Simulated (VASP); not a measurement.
Wanted: the native input for a VASP 6.6.1 run.

* Task: single point
* Functional: PBEsol
* Potentials or basis: VASP PAW PBE potentials, release 64 (Pb_d)
* Cutoff: 520 eV
* k mesh: 18 × 18 × 10
* Occupations: gaussian, width 0.15 eV
* Spin: no spin polarisation
* Dipole correction: no
* Further INCAR settings: ALGO = Fast; EDIFF = 1e-06; NBANDS = 21

The structure of Pb lies in POSCAR:

```
Pb
1.0
    3.4238618303      0.0000000000      0.0000000000
   -1.7119309152      2.9651513241      0.0000000000
    0.0000000000      0.0000000000      5.7748140877
Pb
2
Direct
    0.3333333333      0.6666666667      0.2500000000
    0.6666666667      0.3333333333      0.7500000000
```

This isn't the form of Pb at room conditions, which is fcc.

This cell differs from its parent crystal: ratio of the length along z to the lengths across it x 1.05, volume and fractional coordinates fixed.

The input as run:

INCAR

```
SYSTEM = Pb
PREC     = Accurate       ! precision mode
ENCUT    = 520            ! plane-wave cutoff, eV
EDIFF    = 1E-6           ! SCF threshold, eV
ISMEAR   = 0              ! smearing method
SIGMA    = 0.15           ! smearing width, eV
LREAL    = .False.        ! projectors in reciprocal space
LASPH    = .True.         ! aspherical terms in the spheres
NELM     = 80             ! most SCF steps
ALGO     = Fast           ! electronic algorithm
ISIF     = 2              ! what is computed and relaxed
LWAVE    = .False.        ! write WAVECAR
LCHARG   = .True.         ! write CHGCAR
GGA      = PS             ! functional
LELF     = .True.         ! ELF
LVHAR    = .True.       
NBANDS   = 21             ! bands
```

KPOINTS

```
regular mesh
0
Gamma
  18 18 10
  0 0 0
```

Potentials or basis: VASP PAW PBE potentials, release 64 (Pb_d).

Launch:

```sh
$ cat potpaw_PBE.64/Pb_d/POTCAR > POTCAR
$ mpirun -np 1 vasp_std > vasp.out
```

It gave:

```json
{"Pressure": "0.8 GPa", "Band gap on the k mesh": "zero (bands 14 and 15 overlap by 8.24 eV)"}
```

Caveat: the PAW data sets were made with another functional, which shifts forces and pressure a little; spin-orbit coupling is left out, which moves the levels of the heavy elements.

Wall time 2.8 min on 1 thread of AMD EPYC 9R45 96-Core Processor (Zen 5), with other jobs on the host, peak memory 0.31 GiB.
